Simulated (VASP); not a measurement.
Pb:

```
CELL_PARAMETERS angstrom
2.16200 1.24823 4.00916
-2.16200 1.24823 4.00916
0.00000 -2.49646 4.00916
ATOMIC_POSITIONS crystal
Pb 0.22754 0.22754 0.22754
Pb 0.77246 0.77246 0.77246
```

* Program: VASP 6.6.1
* Task: relaxation of cell and atoms
* Functional: r2SCAN
* Potentials or basis: VASP PAW PBE potentials, release 64 (Pb_d)
* Cutoff: 600 eV
* k mesh: 6 × 6 × 6
* Occupations: gaussian, width 0.1 eV
* Spin: no spin polarisation

At the start: pressure 4.9 GPa; volume 32.46 Å³/atom.

Where does the relaxation end?

Over 12 steps the energy falls by 217.3 meV/atom and the volume is 33.10 Å³/atom (+2.0 %); space group R-3m (No. 166, to 0.05 Å).

Step by step:
```
step  energy change (eV)  largest force (eV/Å)  pressure (GPa)  volume (Å³)
   1              0.0000                1.5083            4.94        64.92
   2             -0.1936                0.5506           -2.29        74.76
   3             -0.1991                0.6462           -1.47        73.07
   4             -0.2691                0.6708           -1.23        71.13
   5             -0.4147                0.2981            0.67        65.52
   6             -0.4163                0.0531            1.89        63.64
   7             -0.4198                0.1719            1.30        64.49
   8             -0.4306                0.1195           -0.37        66.96
   9             -0.4333                0.0381            0.12        66.15
  10             -0.4341                0.0074           -0.03        66.37
  11             -0.4343                0.0115           -0.12        66.51
  12             -0.4346                0.0180            0.08        66.19
```

Final structure:
```
Pb
1.0
     2.22352    1.28375    3.86482
    -2.22352    1.28375    3.86482
     0.00000   -2.56750    3.86482
Pb
2
Direct
  0.24970 0.24970 0.24970
  0.75030 0.75030 0.75030
```

Caveat: the PAW data sets were made with another functional, which shifts forces and pressure a little.
